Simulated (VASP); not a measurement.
# SiC (R3m) in VASP: notebook

The runs below take SiC through single point, with PBE.

All numbers are computed with VASP 6.6.1; they aren't measurements. Logs are shortened: lines on timing, memory, paths and dates and some standing lists are left out, and cuts for length are marked.

### 1 The cell of the first run

Symmetry: R3m, No. 160, trigonal system. The conventional cell has a = 3.147 Å, b = 3.147 Å, c = 7.346 Å, α = 90.00°, β = 90.00°, γ = 120.00°. Si (site symmetry 3m) has 4 C at 1.84 to 1.92 Å within 2.4 Å. Within 2.4 Å of C (site symmetry 3m) lie 4 Si at 1.84 to 1.92 Å.

### 2 Single point, PBE

The input, INCAR:

```
SYSTEM = SiC
PREC = Accurate
ENCUT = 520
EDIFF = 1E-6
ISMEAR = 0
SIGMA = 0.05
LREAL = .False.
LASPH = .True.
NELM = 100
ALGO = Normal
ISIF = 2
LWAVE = .False.
LCHARG = .True.
GGA = PE
LELF = .True.
LVHAR = .True.
NBANDS = 11
```

The input, KPOINTS:

```
regular mesh
0
Gamma
  12 12 12
  0 0 0
```

The input, POSCAR:

```
SiC
1.0
    0.0000000000      2.2252823574      2.2252823574
    2.2252823574      0.0000000000      2.2252823574
    2.1555568436      2.1555568436      0.0697255139
Si C
1 1
Direct
    0.0000000000      0.0000000000      0.0000000000
    0.7500000000      0.7500000000      0.7500000000
```

Potentials or basis: VASP PAW PBE potentials, release 64 (Si, C).

Started as:

```
> cat potpaw_PBE.64/Si/POTCAR potpaw_PBE.64/C/POTCAR > POTCAR
> mpirun -np 1 vasp_std > vasp.out
```

OUTCAR:

```text
SYSTEM = SiC
   PREC = Accurate
   ENCUT = 520
   EDIFF = 1E-6
   ISMEAR = 0
   LREAL = .False.
   LASPH = .True.
   NELM = 100
   ISIF = 2
   GGA = PE

 ion  position               nearest neighbor table
   1  0.000  0.000  0.000-   2 1.84   2 1.92   2 1.92   2 1.92
   2  0.750  0.750  0.750-   1 1.84   1 1.92   1 1.92   1 1.92

  LATTYP: Found a trigonal (rhomboedric) cell.
 ALAT       =     3.0492150234
 COS(alpha) =     0.4674086020

  Lattice vectors:

 A1 = (   2.1555568436,  -0.0697255138,  -2.1555568435)
 A2 = (  -0.0697255138,   2.1555568436,  -2.1555568435)
 A3 = (   2.1555568436,   2.1555568436,   0.0697255139)

Analysis of symmetry for initial positions (statically):
=====================================================================
 Subroutine PRICEL returns:
 Original cell was already a primitive cell.

 Routine SETGRP: Setting up the symmetry group for a
 trigonal (rhombohedral) supercell.

 Subroutine GETGRP returns: Found  6 space group operations
 (whereof  6 operations were pure point group operations)
 out of a pool of 12 trial point group operations.

The static configuration has the point symmetry C_3v.

Analysis of symmetry for dynamics (positions and initial velocities):
=====================================================================
 Subroutine PRICEL returns:
 Original cell was already a primitive cell.

 Routine SETGRP: Setting up the symmetry group for a
 trigonal (rhombohedral) supercell.

 Subroutine GETGRP returns: Found  6 space group operations
 (whereof  6 operations were pure point group operations)
 out of a pool of 12 trial point group operations.

The dynamic configuration has the point symmetry C_3v.

 Subroutine INISYM returns: Found  6 space group operations
 (whereof  6 operations are pure point group operations),
 and found     1 'primitive' translations

----------------------------------------------------------------------------------------

                                     Primitive cell

  volume of cell :      21.0029

  direct lattice vectors                    reciprocal lattice vectors
     0.000000000  2.225282357  2.225282357    -0.228384347  0.220996828  0.228384347
     2.225282357  0.000000000  2.225282357     0.220996828 -0.228384347  0.228384347
     2.155556844  2.155556844  0.069725514     0.235771865  0.235771865 -0.235771865

  length of vectors
     3.147024490  3.147024490  3.049215023     0.391354593  0.391354593  0.408368849

[... 87 lines left out ...]
   ISYM   =      2    0-nonsym 1-usesym 2-fastsym
   POTIM  = 0.5000    time-step for ionic-motion
   TEBEG  =    0.0;   TEEND  =   0.0 temperature during run
   PSTRESS=    0.0 pullay stress
   NELECT =       8.0000    total number of electrons
   NUPDOWN=      -1.0000    fix difference up-down
   EMIN   =  10.00;   EMAX   =-10.00  energy-range for DOS
   EFERMI =   0.00;   METHOD = LEGACY
   ISMEAR =     0;   SIGMA  =   0.05  broadening in eV -4-tet -1-fermi 0-gaus
   EFERMI_NEDOS =   21; number of points for ismear=-14 and -15
   IALGO  =     38    algorithm
   IMIX   =      4    mixing-type and parameters
     AMIX     =   0.40;   BMIX     =  1.00
     AMIX_MAG =   1.60;   BMIX_MAG =  1.00
  volume/ion in A,a.u.               =      10.50        70.87
  Fermi-wavevector in a.u.,A,eV,Ry     =   1.186712  2.242561 19.160892  1.408286
  Thomas-Fermi vector in A             =   2.322879
   LORBIT       =      0    0 simple, 1 ext, 2 COOP (PROOUT), +10 PAW based schemes
   GGA     = PE    functional components
   LHFCALC =     F    Hartree Fock is set to
   AEXX    =    0.0000 exact exchange contribution
   IVDW    =     0    specifies the selected vdW correction
   LEPSILON=     F    determine dielectric tensor
   LRPA    =     F    only Hartree local field effects (RPA)
 non-spin polarized calculation
 Gauss-broadening in eV      SIGMA  =   0.05
  energy-cutoff  :      520.00
  volume of cell :       21.00
 maximum number of plane-waves:       579
   NGX = 11   NGY = 11   NGZ = 11

 number of electron       8.0000001 magnetization

 Free energy of the ion-electron system (eV)
  ---------------------------------------------------
  ext. energy  EPLUGINS =         0.00000000
  ---------------------------------------------------
  free energy    TOTEN  =       -15.00618668 eV

  energy without entropy =      -15.00618668  energy(sigma->0) =      -15.00618668

 E-fermi :   8.3118     XC(G=0): -11.2905

 val. band max:        8.0890133717   @ k =   0.0000   0.0000   0.0000
 cond. band min:       9.2707303745   @ k =   0.5000   0.5000  -0.0000
 fundamental gap:      1.1817170028
 Fermi energy:         8.3118011161

 k-point     1 :       0.0000    0.0000    0.0000
  band No.  band energies     occupation
      1      -7.3529      2.00000
      2       7.8584      2.00000
      3       7.8584      2.00000
      4       8.0890      2.00000
      5      13.6572      0.00000
      6      14.7921      0.00000
      7      14.7921      0.00000
      8      16.2566      0.00000
      9      22.3845      0.00000
     10      22.3845      0.00000
     11      24.1897      0.00000
[... 309 lines left out ...]
 k-point    24 :      -0.4167    0.1667   -0.0000
  band No.  band energies     occupation
      1      -3.6545      2.00000
      2      -0.0106      2.00000
      3       4.9090      2.00000
      4       6.5859      2.00000
      5      13.2548      0.00000
      6      15.5850      0.00000
      7      16.7574      0.00000
      8      18.8114      0.00000
      9      22.1169      0.00000
     10      23.5807      0.00000
     11      25.9005      0.00000

 [... further k-points ...]

------------------------ aborting loop because EDIFF is reached ----------------------------------------

  FORCE on cell =-STRESS in cart. coord.  units (eV):
  Direction    XX          YY          ZZ          XY          YZ          ZX
  --------------------------------------------------------------------------------------
  -------------------------------------------------------------------------------------
  Total        0.0876723      0.0876723      0.0876723      1.1520162     -1.1520162     -1.1520162
  in kB        6.6879774      6.6879774      6.6879774     87.8801751    -87.8801751    -87.8801751
  external PRESSURE =       6.6879774 kB  Pullay stress =       0.0000000 kB

 VOLUME and BASIS-vectors are now :
 -----------------------------------------------------------------------------
  energy-cutoff  :      520.00
  volume of cell :       21.00
      direct lattice vectors                 reciprocal lattice vectors
     0.000000000  2.225282357  2.225282357    -0.228384347  0.220996828  0.228384347
     2.225282357  0.000000000  2.225282357     0.220996828 -0.228384347  0.228384347
     2.155556844  2.155556844  0.069725514     0.235771865  0.235771865 -0.235771865

 POSITION                                       TOTAL-FORCE (eV/Angst)
 -----------------------------------------------------------------------------------
      0.00000      0.00000      0.00000        -0.312753     -0.312753      0.312753
      3.28563      3.28563      3.39022         0.312753      0.312753     -0.312753
 -----------------------------------------------------------------------------------
    total drift:                                0.000023      0.000023     -0.000023

  FREE ENERGIE OF THE ION-ELECTRON SYSTEM (eV)
  ---------------------------------------------------
  free  energy   TOTEN  =       -15.0061866826 eV

  energy  without entropy=      -15.0061866826  energy(sigma->0) =      -15.00618668
```

OSZICAR:

```text
N       E                     dE             d eps       ncg     rms          rms(c)
DAV:   1     0.437296639127E+01    0.43730E+01   -0.40170E+03  4324   0.615E+02
DAV:   2    -0.161645379918E+02   -0.20538E+02   -0.19545E+02  5199   0.110E+02
DAV:   3    -0.168377011710E+02   -0.67316E+00   -0.67182E+00  5124   0.166E+01
DAV:   4    -0.168403276761E+02   -0.26265E-02   -0.26263E-02  4730   0.131E+00
DAV:   5    -0.168403395086E+02   -0.11832E-04   -0.11832E-04  5096   0.822E-02    0.870E+00
DAV:   6    -0.150604935313E+02    0.17798E+01   -0.65287E+00  4677   0.114E+01    0.383E+00
DAV:   7    -0.150138122401E+02    0.46681E-01   -0.37120E-01  5024   0.351E+00    0.177E+00
DAV:   8    -0.150059683042E+02    0.78439E-02   -0.21316E-02  4722   0.969E-01    0.176E-01
DAV:   9    -0.150060757652E+02   -0.10746E-03   -0.18262E-03  5142   0.249E-01    0.112E-01
DAV:  10    -0.150061792603E+02   -0.10350E-03   -0.24961E-04  4614   0.979E-02    0.309E-02
DAV:  11    -0.150061864905E+02   -0.72302E-05   -0.38259E-05  5001   0.346E-02    0.963E-03
DAV:  12    -0.150061866826E+02   -0.19207E-06   -0.20632E-06  3926   0.927E-03
   1 F= -.15006187E+02 E0= -.15006187E+02  d E =-.389472E-13
```

It took 16 s on 1 thread of Intel Xeon Platinum 8488C (Sapphire Rapids), shared host; peak memory 0.16 GiB.

What came out:

* Free energy: -15.0062 eV
* Pressure: 0.7 GPa
* Largest force: 0.542 eV/Å
* Band gap on the k mesh: 1.18 eV, indirect (least direct gap 4.22 eV)

Forces in eV/Å, atoms in the order of the input:
```
Si  -0.313 -0.313  0.313
C    0.313  0.313 -0.313
```

Levels at points of the mesh, in eV from the valence-band top:
```tsv
k point	band 2	band 3	band 4	band 5	band 6	band 7
(0.00, 0.00, 0.00)	-0.23	-0.23	0.00	5.57	6.70	6.70
(0.50, 0.00, 0.00)	-8.63	-1.12	-1.09	5.33	6.81	7.53
(0.50, 0.50, 0.00)	-7.89	-3.55	-3.04	1.18	4.18	13.41
(0.00, 0.00, 0.50)	-8.51	-1.47	-1.47	4.48	6.63	6.63
```

A k mesh can miss the band edges.

(Continued in part 2 of 2.)
